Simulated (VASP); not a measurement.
Runs of VASP 6.6.1 on Si3Sb. The structure is that of space group Pm-3m (No. 221), or close to it. The cells are those of the table. 

| task | cell | k mesh | cutoff (eV) | gap on the mesh (eV) | pressure (GPa) | relaxed volume (Å³/atom) |
| --- | --- | --- | --- | --- | --- | --- |
| relaxation of cell and atoms | relaxed from a = 4.139 Å, 4 atoms | 4 × 4 × 4 | 600 | - | 0.0 | 18.79 |
| single point | a = 4.139 Å, 4 atoms | 4 × 4 × 4 | 520 | none | 5.2 | - |
| relaxation of cell and atoms | relaxed from a = 4.220 Å, 4 atoms | 12 × 12 × 12 | 600 | - | 0.1 | (a) |
| single point | a = 4.220 Å, 4 atoms | 4 × 4 × 4 | 520 | none | 0.0 | - |
| single point | a = 4.209 Å, 4 atoms | 12 × 12 × 12 | 520 | none | 0.0 | - |

Alike in all rows: level PBE; potentials or basis VASP PAW PBE potentials, release 64 (Si, Sb); no spin polarisation; smearing gaussian 0.1 eV.

Q: Estimate the missing entries.

A: (a) 18.62.

Caveats: some runs use coarse meshes; spin-orbit coupling is left out, which moves the levels of the heavy elements; the bands computed are all filled at some k points, so no gap is given (some runs).

A k mesh can miss the band edges, and the runs leave out spin-orbit coupling on Sb.

A gap of «none» marks levels without a gap at the run's occupations.
